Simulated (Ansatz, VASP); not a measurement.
**Two plane-wave programs on O**

```
O
1.0
     1.42335    0.82177    3.40830
    -1.42335    0.82177    3.40830
     0.00000   -1.64354    3.40830
O
2
Cartesian
  0.0000 0.0000 0.5900
  0.0000 0.0000 9.6349
```

Alike in both runs: task single point; functional revPBE; k mesh 6 × 6 × 6; no spin polarisation.

|  | VASP | Ansatz |
| --- | --- | --- |
| version | VASP 6.6.1 | Ansatz 0.2.0 |
| potentials or method | VASP PAW PBE potentials, release 64 (O), cutoff 600 eV | scalar-relativistic, plane waves, PAW |
| occupations | fermi-dirac, width 0.051704 eV | fermi-dirac |
| valence electrons in the cell | 12 | 12 |

|  | VASP | Ansatz | Ansatz less VASP |
| --- | --- | --- | --- |
| gap on the k mesh at the Fermi level (eV) | none | none | - |
| pressure (GPa) | 12.3 | 8.6 | -3.75 |
| traceless stress, the component that is largest in VASP (GPa) | 31.62 | 23.24 | -8.376 |
| rms of the force components (eV/Å) | 2.581 | 1.643 | -0.9384 |

VASP's potentials were made for PBE, not for revPBE. Atom by atom the forces differ by 0.938 eV/Å (rms over components). A gap of «none» marks a metal or a gap that the smearing closes.

The k mesh is coarse, so the values compare programs but aren't converged. Noted on VASP's run: the standard files for N, O and F lose accuracy on very short bonds; spin is off for a triplet molecule.
